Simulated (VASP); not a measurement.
Set up this calculation in VASP 6.6.1, as the native input.

```yaml
Task: relaxation of cell and atoms
Functional: PBE
Potentials_or_basis: VASP PAW PBE potentials, release 64 (P, W_sv)
Cutoff: 600 eV
k_mesh: 8 × 8 × 8
Occupations: gaussian, width 0.1 eV
Spin: no spin polarisation
Dipole_correction: no
Further_INCAR_settings: ALGO = Normal; EDIFF = 1e-06; IBRION = 2; EDIFFG = -0.01; NSW = 100; ISIF = 3
```

The structure of P3W4 lies in POSCAR:

```
P3W4
1.0
    4.8331563444      0.0000000000      0.0000000000
    0.0000000000      4.8331563444      0.0000000000
    0.0000000000      0.0000000000      4.8331563444
P W
3 4
Direct
    0.5000000000      0.5000000000      0.0000000000
    0.0000000000      0.5000000000      0.5000000000
    0.5000000000      0.0000000000      0.5000000000
    0.5000000000      0.5000000000      0.5000000000
    0.5000000000      0.0000000000      0.0000000000
    0.0000000000      0.5000000000      0.0000000000
    0.0000000000      0.0000000000      0.5000000000
```

One way to write it, as run:

INCAR

```
PREC = Accurate
ENCUT = 600
EDIFF = 1E-6
ISMEAR = 0
SIGMA = 0.1
LREAL = False
LASPH = True
NELM = 100
ALGO = Normal
ISIF = 3
LWAVE = False
LCHARG = False
GGA = PE
IBRION = 2
NSW = 100
EDIFFG = -0.01
```

KPOINTS

```
Automatic mesh
0
Gamma
  8 8 8
```

Potentials or basis: VASP PAW PBE potentials, release 64 (P, W_sv).

The run is started by

```console
$ cat potpaw_PBE.64/P/POTCAR potpaw_PBE.64/W_sv/POTCAR > POTCAR
$ mpirun -np 1 vasp_std > vasp.out
```

Results of the run:

| Property | Result |
| --- | --- |
| Relaxed volume | 16.10 Å³/atom |
| Relaxed cell | a = 4.830 Å, b = 4.830 Å, c = 4.830 Å, α = 90.00°, β = 90.00°, γ = 90.00° |
| Space group after relaxing (to 0.05 Å) | Pm-3m (No. 221) |
| Energy gained by relaxing | 0.0 meV/atom |
| Ionic steps | 3 |
| Pressure after relaxing | 0.0 GPa |

Run time: 2.6 min on 1 thread of Intel(R) Xeon(R) 6975P-C (Granite Rapids), on a shared host, peak memory 0.35 GiB.
